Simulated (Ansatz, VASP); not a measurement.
## Two plane-wave programs on AlP

```xyz
2
Lattice="0.0000 2.7365 2.7365 2.7365 0.0000 2.7365 2.7365 2.7365 0.0000" Properties=species:S:1:pos:R:3 pbc="T T T"
Al    0.0000    0.0000    0.0000
P     1.3682    1.3682    1.3682
```

Alike in both runs: task relaxation of cell and atoms; functional LDA; k mesh 8 × 8 × 8; occupations gaussian, width 0.02 eV; no spin polarisation.

|  | VASP | Ansatz |
| --- | --- | --- |
| version | VASP 6.6.1 | Ansatz 0.2.0 |
| potentials or method | VASP PAW LDA potentials, release 64 (Al, P), cutoff 500 eV | scalar-relativistic, plane waves, PAW |
| valence electrons in the cell | 8 | 8 |

Ansatz gave:

* gap on the k mesh at the Fermi level, each at its own relaxed structure (eV): 1.42
* relaxed volume (Å³/atom): 20.05
* relaxed cell length with the largest relative difference (Å): 3.842

Question: What did VASP give for the same quantities?

Answer: gap on the k mesh at the Fermi level, each at its own relaxed structure (eV): 1.42; relaxed volume (Å³/atom): 20.07; relaxed cell length with the largest relative difference (Å): 3.843.

LDA's correlation is that of Perdew and Zunger in VASP and of Perdew and Wang (1992) in Ansatz.
